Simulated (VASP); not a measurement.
The system is CdSe (rocksalt type).

```
Cd Se
1.0
     0.00000    2.68928    2.68928
     2.68928    0.00000    2.68928
     2.68928    2.68928    0.00000
Cd Se
1 1
Direct
  0.00000 0.00000 0.00000
  0.50000 0.50000 0.50000
```

| Quantity | Value |
| --- | --- |
| Program | VASP 6.6.1 |
| Task | relaxation of cell and atoms |
| Functional | PBE |
| Potentials or basis | VASP PAW PBE potentials, release 64 (Cd, Se) |
| Cutoff | 500 eV |
| k mesh | 14 × 14 × 14 |
| Occupations | fermi-dirac, width 0.08 eV |
| Spin | no spin polarisation |

At the start: pressure 19.4 GPa; volume 19.45 Å³/atom.

How do energy, volume and symmetry change on relaxing?

Over 3 steps the energy falls by 211.0 meV/atom and the volume is 23.65 Å³/atom (+21.6 %); space group Fm-3m (No. 225, to 0.1 Å) before and after.

Step by step:
| step | energy change (eV) | largest force (eV/Å) | pressure (GPa) | volume (Å³) |
| --- | --- | --- | --- | --- |
| 1 | 0.0000 | 0.0000 | 19.35 | 38.90 |
| 2 | -0.2904 | 0.0000 | -5.85 | 53.68 |
| 3 | -0.4219 | 0.0000 | 0.02 | 47.29 |

Final structure:
```yaml
crystal:
  lattice:
    - [0.00000, 2.87021, 2.87021]
    - [2.87021, 0.00000, 2.87021]
    - [2.87021, 2.87021, 0.00000]
  atoms:
    - { symbol: Cd, position: [0.00000, 0.00000, 0.00000] }
    - { symbol: Se, position: [0.50000, 0.50000, 0.50000] }
```

Caveat: the volume moved by over 15 % at a fixed basis, so the end points are rough.
